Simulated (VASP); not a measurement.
Wanted: the native input for a VASP 6.6.1 run.

| Property | Result |
| --- | --- |
| Task | single point |
| Functional | PBE |
| Potentials or basis | VASP PAW PBE potentials, release 64 (Al, O) |
| Cutoff | 520 eV |
| k mesh | 6 × 6 × 4 |
| Occupations | gaussian, width 0.1 eV |
| Spin | no spin polarisation |
| Dipole correction | no |
| Further INCAR settings | ALGO = Normal; EDIFF = 1e-07; NBANDS = 17 |

The structure of AlO lies in POSCAR:

```
AlO
1.0
    3.4506134632      0.0000000000      0.0000000000
    0.0000000000      3.4506134632      0.0000000000
    0.0000000000      0.0000000000      4.3390161200
Al O
2 2
Direct
    0.0000000000      0.5000000000      0.1922366235
    0.5000000000      0.0000000000      0.8077633765
    0.0000000000      0.0000000000      0.0000000000
    0.5000000000      0.5000000000      0.0000000000
```

The input as run:

INCAR

```
SYSTEM = AlO
ALGO = Normal
EDIFF = 1E-7
ENCUT = 520
GGA = PE
ISIF = 2
ISMEAR = 0
LASPH = .TRUE.
LCHARG = .FALSE.
LREAL = .FALSE.
LWAVE = .FALSE.
NBANDS = 17
NELM = 60
PREC = Accurate
SIGMA = 0.1
```

KPOINTS

```
k-points
0
G
  6 6 4
  0 0 0
```

Potentials or basis: VASP PAW PBE potentials, release 64 (Al, O).

Run with:

```sh
$ cat potpaw_PBE.64/Al/POTCAR potpaw_PBE.64/O/POTCAR > POTCAR
$ mpirun -np 1 vasp_std > vasp.out
```

Results of the run:

| Item | Value |
| --- | --- |
| Pressure | 0.1 GPa |
| Largest force | 0.009 eV/Å |
| Band gap on the k mesh | zero (band 9 reaches 7.55 eV, above the bottom of band 10 at 5.32 eV) |

Caveat: the k points lie up to 0.36 Å⁻¹ apart.

Wall time 12 s on 1 thread of AMD EPYC 9R45 96-Core Processor (Zen 5), with other jobs on the host, peak memory 0.13 GiB.
